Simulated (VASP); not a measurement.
A run of VASP 6.6.1 is set up as follows.

INCAR

```
PREC = Accurate
ENCUT = 520
EDIFF = 1E-6
ISMEAR = 0
SIGMA = 0.1
LREAL = False
LASPH = True
NELM = 80
ALGO = Fast
ISIF = 2
LWAVE = False
LCHARG = False
GGA = PE
NBANDS = 24
```

Contents of KPOINTS:

```
Automatic mesh
0
Gamma
  10 10 10
```

File POSCAR:

```
TePb2
1.0
    0.0000000000      3.8445819336      3.8445819336
    3.8445819336      0.0000000000      3.8445819336
    3.8445819336      3.8445819336      0.0000000000
Te Pb
1 2
Direct
    0.0000000000      0.0000000000      0.0000000000
    0.2500000000      0.2500000000      0.2500000000
    0.7500000000      0.7500000000      0.7500000000
```

Potentials or basis: VASP PAW PBE potentials, release 64 (Te, Pb_d).

The run is started by

```bash
$ cat potpaw_PBE.64/Te/POTCAR potpaw_PBE.64/Pb_d/POTCAR > POTCAR
$ mpirun -np 1 vasp_std > vasp.out
```

(1) What does it give for the pressure?

(2) Predict the band gap on the k mesh.

Answers

(1) -0.1 GPa.

(2) zero (band 17 reaches 5.79 eV, above the bottom of band 18 at 4.28 eV).

Caveat: spin-orbit coupling is left out, which moves the levels of the heavy elements.
